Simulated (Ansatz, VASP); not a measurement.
Two plane-wave programs on PtSe3

```
CELL_PARAMETERS angstrom
3.76072 0.00000 0.00000
-1.88036 3.25688 0.00000
0.00000 0.00000 27.05444
ATOMIC_POSITIONS crystal
Se 0.33333 0.66667 0.29495
Se 0.66667 0.33333 0.36123
Se 0.33333 0.66667 0.45682
Se 0.66667 0.33333 0.54318
Se 0.33333 0.66667 0.63877
Se 0.66667 0.33333 0.70505
Pt 0.00000 0.00000 0.41209
Pt 0.00000 0.00000 0.58791
```

Alike in both runs: functional PBEsol; k mesh 9 × 9 × 1; occupations gaussian, width 0.1 eV; no spin polarisation.

Ansatz relaxed the structure, and its values are those at the end. VASP's run is a single point on that final structure, the one shown.

|  | VASP | Ansatz |
| --- | --- | --- |
| version | VASP 6.6.1 | Ansatz 0.2.0 |
| potentials or method | VASP PAW PBE potentials, release 64 (Se, Pt), cutoff 520 eV | scalar-relativistic, plane waves, PAW |
| valence electrons in the cell | 56 | 132 |

```tsv
	VASP	Ansatz	Ansatz less VASP
gap on the k mesh at the Fermi level (eV)	none	none	-
rms of the force components (eV/Å)	0.005	0.004	-0.0014
```

VASP's potentials were made for PBE, not for PBEsol. A gap of «none» marks a metal or a gap that the smearing closes. The functional is the same, so the differences come from potentials, cutoffs and numerics. VASP's potentials hold 56 valence electrons a cell and Ansatz's 132, so a difference there can come from the potentials and not from the codes.

Spin-orbit coupling is off throughout.
